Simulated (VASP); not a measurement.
**TlCl (CsCl type): single point with r2SCAN**

TlCl (CsCl type):

```xyz
2
Lattice="3.9000 0.0000 0.0000 0.0000 3.9000 0.0000 0.0000 0.0000 3.9000" Properties=species:S:1:pos:R:3 pbc="T T T"
Tl    0.0000    0.0000    0.0000
Cl    1.9500    1.9500    1.9500
```

| Property | Result |
| --- | --- |
| Program | VASP 6.6.1 |
| Task | single point |
| Functional | r2SCAN |
| Potentials or basis | VASP PAW PBE potentials, release 64 (Tl_d, Cl) |
| Cutoff | 550 eV |
| k mesh | 6 × 6 × 6 |
| Occupations | fermi-dirac, width 0.02 eV |
| Spin | no spin polarisation |
| Dipole correction | no |
| Further INCAR settings | ALGO = Normal; EDIFF = 1e-06; NBANDS = 17 |

* Pressure: -1.2 GPa
* Band gap on the k mesh: 2.63 eV

Levels at points of the mesh, in eV from the valence-band top:
```
           k point  band 7  band 8  band 9  band 10  band 11  band 12  band 13  band 14
(0.00, 0.00, 0.00)   -4.38   -1.36   -1.36    -1.36     8.15     8.15     8.15     8.49
(0.50, 0.00, 0.00)   -5.19   -0.98   -0.98     0.00     2.63     7.04     7.04     9.53
(0.50, 0.50, 0.00)   -3.25   -2.70   -2.70    -0.93     5.25     5.25     8.76     9.08
(0.50, 0.50, 0.50)   -2.17   -1.86   -1.86    -1.86     3.10     3.10     3.10    13.44
```

Wall time 2.4 min on 1 thread of Oxide Virtual Turin-like Processor (shared host), peak memory 0.14 GiB.

Caveat: the PAW data sets were made with another functional, which shifts forces and pressure a little; spin-orbit coupling is left out, which moves the levels of the heavy elements. A k mesh can miss the band edges.
